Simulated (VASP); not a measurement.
A run of VASP 6.6.1:

File INCAR:

```
PREC     = Accurate       # precision mode
ENCUT    = 500            # plane-wave cutoff, eV
EDIFF    = 1E-6           # SCF threshold, eV
ISMEAR   = 0              # smearing method
SIGMA    = 0.017          # smearing width, eV
LREAL    = F              # projectors in reciprocal space
LASPH    = T              # aspherical terms in the spheres
NELM     = 120            # most SCF steps
ALGO     = Normal         # electronic algorithm
ISIF     = 2              # what is computed and relaxed
LWAVE    = F              # write WAVECAR
LCHARG   = F              # write CHGCAR
GGA      = PE             # functional
NBANDS   = 16             # bands
GGA_COMPAT= F
```

File KPOINTS:

```
Automatic mesh
0
Gamma
  8 8 8
```

The input POSCAR:

```
InP
1.0
    0.0000000000      2.7688340000      2.7688340000
    2.7688340000      0.0000000000      2.7688340000
    2.7688340000      2.7688340000      0.0000000000
In P
1 1
Direct
    0.0000000000      0.0000000000      0.0000000000
    0.5000000000      0.5000000000      0.5000000000
```

Potentials or basis: VASP PAW PBE potentials, release 64 (In_d, P).

Command:

```sh
$ cat potpaw_PBE.64/In_d/POTCAR potpaw_PBE.64/P/POTCAR > POTCAR
$ mpirun -np 1 vasp_std > vasp.out
```

Hardware: 1 thread of Intel(R) Xeon(R) 6975P-C (Granite Rapids), with other jobs on the host.

Estimate the wall time of this run.

It took 8.9 s on 1 thread of Intel(R) Xeon(R) 6975P-C (Granite Rapids), with other jobs on the host, peak memory 0.17 GiB. Counts: scf iterations 12, k points 29.
